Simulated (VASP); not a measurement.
# Ge (Imma) in VASP: a series of runs

Runs on Ge. Level: r2SCAN. Tasks: single point.

All numbers are computed with VASP 6.6.1; they aren't measurements. Logs are shortened: lines on timing, memory, paths and dates and some standing lists are left out, and cuts for length are marked.

**1. The cell of the first run**

Symmetry: Imma, No. 74, orthorhombic system. The conventional cell has a = 4.992 Å, b = 5.302 Å, c = 2.874 Å, α = 90.00°, β = 90.00°, γ = 90.00°. Within 3.5 Å of Ge (site symmetry mm2) lie 8 Ge at 2.68 to 3.08 Å.

**2. Single point, r2SCAN**

POSCAR

```
Ge
1.0
   -2.4958980000      2.6508630000      1.4369470000
    2.4958980000     -2.6508630000      1.4369470000
    2.4958980000      2.6508630000     -1.4369470000
Ge
2
Direct
    0.1859430000      0.9359430000      0.2500000000
    0.8140570000      0.0640570000      0.7500000000
```

INCAR.step1

```
PREC = Accurate
ENCUT = 520
ISMEAR = -1
SIGMA = 0.15
LREAL = False
LASPH = True
NELM = 100
NBANDS = 21
GGA = PE
ALGO = Normal
EDIFF = 1E-4
LWAVE = True
LCHARG = False
```

INCAR.step2

```
PREC = Accurate
ENCUT = 520
EDIFF = 1E-7
ISMEAR = -1
SIGMA = 0.15
LREAL = False
LASPH = True
NELM = 100
ALGO = Normal
ISIF = 2
LWAVE = False
LCHARG = True
METAGGA = R2SCAN
LMIXTAU = True
LELF = True
LVHAR = True
NBANDS = 21
ISTART = 1
```

KPOINTS

```
regular mesh
0
Gamma
  7 7 7
```

Potentials or basis: VASP PAW PBE potentials, release 64 (Ge_d).

Started as:

```bash
> cat potpaw_PBE.64/Ge_d/POTCAR > POTCAR
> cp INCAR.step1 INCAR
> mpirun -np 1 vasp_std > vasp.out
> cp INCAR.step2 INCAR
> mpirun -np 1 vasp_std > vasp.out
```

OUTCAR:

```text
PREC = Accurate
   ENCUT = 520
   EDIFF = 1E-7
   ISMEAR = -1
   LREAL = False
   LASPH = True
   NELM = 100
   ISIF = 2
   METAGGA = R2SCAN
   ISTART = 1

 ion  position               nearest neighbor table
   1  0.186  0.936  0.250-   2 2.68   2 2.68   2 2.72   2 2.72
   2  0.814  0.064  0.750-   1 2.68   1 2.68   1 2.72   1 2.72

  LATTYP: Found a body centered orthorhombic cell.
 ALAT       =     2.8738940000
 B/A-ratio  =     1.7369450648
 C/A-ratio  =     1.8447882907

  Lattice vectors:

 A1 = (   2.4958980000,  -2.6508630000,   1.4369470000)
 A2 = (  -2.4958980000,  -2.6508630000,  -1.4369470000)
 A3 = (   2.4958980000,   2.6508630000,  -1.4369470000)

Analysis of symmetry for initial positions (statically):
=====================================================================
 Subroutine PRICEL returns:
 Original cell was already a primitive cell.

 Routine SETGRP: Setting up the symmetry group for a
 body centered orthorhombic supercell.

 Subroutine GETGRP returns: Found  8 space group operations
 (whereof  4 operations were pure point group operations)
 out of a pool of  8 trial point group operations.

The static configuration has the point symmetry C_2h.
 The point group associated with its full space group is D_2h.

Analysis of symmetry for dynamics (positions and initial velocities):
=====================================================================
 Subroutine PRICEL returns:
 Original cell was already a primitive cell.

 Routine SETGRP: Setting up the symmetry group for a
 body centered orthorhombic supercell.

 Subroutine GETGRP returns: Found  8 space group operations
 (whereof  4 operations were pure point group operations)
 out of a pool of  8 trial point group operations.

The dynamic configuration has the point symmetry C_2h.
 The point group associated with its full space group is D_2h.

 Subroutine INISYM returns: Found  8 space group operations
 (whereof  4 operations are pure point group operations),
 and found     1 'primitive' translations

----------------------------------------------------------------------------------------

                                     Primitive cell
[... 76 lines left out ...]
   dimension x,y,z NGX =    30 NGY =   30 NGZ =   30
   dimension x,y,z NGXF=    60 NGYF=   60 NGZF=   60
   ions per type =               2
   NGX,Y,Z   is equivalent  to a cutoff of  12.74, 12.74, 12.74 a.u.
   NGXF,Y,Z  is equivalent  to a cutoff of  25.48, 25.48, 25.48 a.u.
 SYSTEM =  unknown system
   PREC   = accura    normal or accurate (medium, high low for compatibility)
   ISTART =      1    job   : 0-new  1-cont  2-samecut
   ICHARG =      0    charge: 1-file 2-atom 10-const
   ISPIN  =      1    spin polarized calculation?
   LNONCOLLINEAR =      F non collinear calculations
   LSORBIT =      F    spin-orbit coupling
   LASPH  =      T    aspherical Exc in radial PAW
   ENCUT  =  520.0 eV  38.22 Ry    6.18 a.u.   7.28  7.28  7.28*2*pi/ulx,y,z
   NELM   =    100;   NELMIN=  2; NELMDL=  0     # of ELM steps
   EDIFF  = 0.1E-06   stopping-criterion for ELM
   LREAL  =      F    real-space projection
   EDIFFG = 0.1E-05   stopping-criterion for IOM
   NSW    =      0    number of steps for IOM
   IBRION =     -1    ionic relax: 0-MD 1-quasi-New 2-CG
   NFREE  =      0    steps in history (QN), initial steepest desc. (CG)
   ISIF   =      2    stress and relaxation
   ISYM   =      2    0-nonsym 1-usesym 2-fastsym
   POTIM  = 0.5000    time-step for ionic-motion
   TEBEG  =    0.0;   TEEND  =   0.0 temperature during run
   PSTRESS=    0.0 pullay stress
   NELECT =      28.0000    total number of electrons
   NUPDOWN=      -1.0000    fix difference up-down
   EMIN   =  10.00;   EMAX   =-10.00  energy-range for DOS
   EFERMI =   0.00;   METHOD = LEGACY
   ISMEAR =    -1;   SIGMA  =   0.15  broadening in eV -4-tet -1-fermi 0-gaus
   EFERMI_NEDOS =   21; number of points for ismear=-14 and -15
   IALGO  =     38    algorithm
   IMIX   =      4    mixing-type and parameters
     AMIX     =   0.40;   BMIX     =  1.00
     AMIX_MAG =   1.60;   BMIX_MAG =  1.00
  volume/ion in A,a.u.               =      19.01       128.32
  Fermi-wavevector in a.u.,A,eV,Ry     =   1.478277  2.793539 29.732860  2.185304
  Thomas-Fermi vector in A             =   2.592578
   LORBIT       =      0    0 simple, 1 ext, 2 COOP (PROOUT), +10 PAW based schemes
   METAGGA = R2SCAN    functional components
   LHFCALC =     F    Hartree Fock is set to
   AEXX    =    0.0000 exact exchange contribution
   IVDW    =     0    specifies the selected vdW correction
   LEPSILON=     F    determine dielectric tensor
   LRPA    =     F    only Hartree local field effects (RPA)
 non-spin polarized calculation
  energy-cutoff  :      520.00
  volume of cell :       38.03
 maximum number of plane-waves:      1044
 NGX is ok and might be reduce to    30
   NGX = 15   NGY = 15   NGZ = 15

 number of electron      28.0000014 magnetization

 Free energy of the ion-electron system (eV)
  ---------------------------------------------------
  ext. energy  EPLUGINS =         0.00000000
  ---------------------------------------------------
  free energy    TOTEN  =       -27.06362061 eV

  energy without entropy =      -27.01591689  energy(sigma->0) =      -27.03976875

 E-fermi :   6.3700     XC(G=0): -12.2435

 val. band max:        6.2862089836   @ k =   0.1429   0.1429   0.1429
 cond. band min:       6.4906429130   @ k =   0.1429   0.1429   0.0000
 fundamental gap:      0.2044339294
 Fermi energy:         6.3699646109

 k-point     1 :       0.0000    0.0000    0.0000
  band No.  band energies     occupation
      1     -19.0859      2.00000
      2     -19.0069      2.00000
      3     -19.0035      2.00000
      4     -18.9974      2.00000
      5     -18.9645      2.00000
      6     -18.9220      2.00000
[... 565 lines left out ...]
     20      19.6033      0.00000
     21      20.5493      0.00000

 [... further k-points ...]
[... 5 lines left out ...]
  --------------------------------------------------------------------------------------
  -------------------------------------------------------------------------------------
  Total       -0.0272201     -0.8390852     -0.4040303      0.0000000      0.0000000      0.0000000
  in kB       -1.1467960    -35.3510050    -17.0219658      0.0000000      0.0000000      0.0000000
  external PRESSURE =     -17.8399223 kB  Pullay stress =       0.0000000 kB

 VOLUME and BASIS-vectors are now :
 -----------------------------------------------------------------------------
  energy-cutoff  :      520.00
  volume of cell :       38.03
      direct lattice vectors                 reciprocal lattice vectors
    -2.495898000  2.650863000  1.436947000     0.000000000  0.188617820  0.347959946
     2.495898000 -2.650863000  1.436947000     0.200328699  0.000000000  0.347959946
     2.495898000  2.650863000 -1.436947000     0.200328699  0.188617820  0.000000000

 POSITION                                       TOTAL-FORCE (eV/Angst)
 -----------------------------------------------------------------------------------
      2.49590     -1.32543      1.25285        -0.000000      0.000000     -0.080745
      0.00000      3.97629      0.18409         0.000000     -0.000000      0.080745
 -----------------------------------------------------------------------------------
    total drift:                                0.000000      0.000000     -0.000000

  FREE ENERGIE OF THE ION-ELECTRON SYSTEM (eV)
  ---------------------------------------------------
  free  energy   TOTEN  =       -27.0636206147 eV

  energy  without entropy=      -27.0159168929  energy(sigma->0) =      -27.03976875
```

Wall time 2.8 min (1 thread of Intel Xeon Platinum 8375C at 2.90GHz (Ice Lake), shared host); peak memory 0.19 GiB.

Results:

```
Free energy            : -27.0636 eV
Pressure               : -1.8 GPa
Largest force          : 0.081 eV/Å
Band gap on the k mesh : zero (band 14 reaches 8.50 eV, above the bottom of band 15 at 3.80 eV)
```

Forces in eV/Å, atoms in the order of the input:
```
Ge   0.000  0.000 -0.081
Ge   0.000  0.000  0.081
```

Stress tensor (GPa, compression positive):
```
-0.11  0.00  0.00
 0.00 -3.54  0.00
 0.00  0.00 -1.70
```

Levels at points of the mesh, in eV from the Fermi level:
| k point | band 10 | band 11 | band 12 | band 13 | band 14 | band 15 | band 16 | band 17 | band 18 | band 19 |
| --- | --- | --- | --- | --- | --- | --- | --- | --- | --- | --- |
| (0.00, 0.00, 0.00) | -25.13 | -13.69 | -3.81 | -2.54 | -2.03 | 3.98 | 7.33 | 7.61 | 8.35 | 8.68 |

Caveat: the k points lie up to 0.36 Å⁻¹ apart; the PAW data sets were made with another functional, which shifts forces and pressure a little.

**3. Single point, r2SCAN**

POSCAR is that of step 2.

INCAR.step1

```
SYSTEM = Ge
PREC = Accurate
ENCUT = 520
ISMEAR = -1
SIGMA = 0.15
LREAL = .FALSE.
LASPH = .TRUE.
NELM = 60
NBANDS = 21
GGA = PE
ALGO = Normal
EDIFF = 1E-4
LWAVE = .TRUE.
LCHARG = .FALSE.
```

INCAR.step2

```
SYSTEM = Ge
PREC = Accurate
ENCUT = 520
EDIFF = 1E-6
ISMEAR = -1
SIGMA = 0.15
LREAL = .FALSE.
LASPH = .TRUE.
NELM = 60
ALGO = Normal
ISIF = 2
LWAVE = .FALSE.
LCHARG = .FALSE.
METAGGA = R2SCAN
LMIXTAU = .TRUE.
NBANDS = 21
ISTART = 1
```

KPOINTS

```
regular mesh
0
G
  9 9 9
  0 0 0
```

Potentials or basis: VASP PAW PBE potentials, release 64 (Ge_d).

Started as:

```bash
> cat potpaw_PBE.64/Ge_d/POTCAR > POTCAR
> cp INCAR.step1 INCAR
> mpirun -np 1 vasp_std > vasp.out
> cp INCAR.step2 INCAR
> mpirun -np 1 vasp_std > vasp.out
```

It took 4.2 min on 1 thread of Intel Xeon Platinum 8375C at 2.90GHz (Ice Lake), shared host; peak memory 0.22 GiB.

Results (log left out):

| Quantity | Value |
| --- | --- |
| Free energy | -27.0192 eV |
| Pressure | -1.4 GPa |
| Largest force | 0.067 eV/Å |
| Band gap on the k mesh | zero (band 14 reaches 8.36 eV, above the bottom of band 15 at 2.81 eV) |

Forces in eV/Å, atoms in the order of the input:
```
Ge   0.000  0.000 -0.067
Ge   0.000  0.000  0.067
```

Stress tensor (GPa, compression positive):
```
-1.53  0.00  0.00
 0.00 -2.12  0.00
 0.00  0.00 -0.43
```

Levels at points of the mesh, in eV from the Fermi level:
```
           k point  band 12  band 13  band 14  band 15  band 16  band 17
(0.00, 0.00, 0.00)    -3.86    -2.58    -2.08     3.93     7.29     7.56
```

Caveat: the PAW data sets were made with another functional, which shifts forces and pressure a little.
